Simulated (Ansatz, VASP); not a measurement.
## One calculation of TePb, two programs

```
Pb Te
1.0
     0.00000    3.23100    3.23100
     3.23100    0.00000    3.23100
     3.23100    3.23100    0.00000
Pb Te
1 1
Direct
  0.00000 0.00000 0.00000
  0.50000 0.50000 0.50000
```

Alike in both runs: task single point; functional PBE; k mesh 4 × 4 × 4; occupations fermi-dirac, width 0.03 eV; no spin polarisation.

|  | VASP | Ansatz |
| --- | --- | --- |
| version | VASP 6.6.1 | Ansatz 0.2.0 |
| potentials or method | VASP PAW PBE potentials, release 64 (Pb_d, Te), cutoff 520 eV | all-electron LAPW, scalar-relativistic |

```tsv
	VASP	Ansatz	Ansatz less VASP
gap on the k mesh at the Fermi level (eV)	0.73	0.73	-0.006
least direct gap on the mesh (eV)	0.73	0.73	-0.006
pressure (GPa)	2.1	2.2	+0.05
```

Ansatz ran all-electron here, and VASP with PAW potentials.

The k mesh is coarse, so the values compare programs but aren't converged. Neither program's run includes spin-orbit coupling.
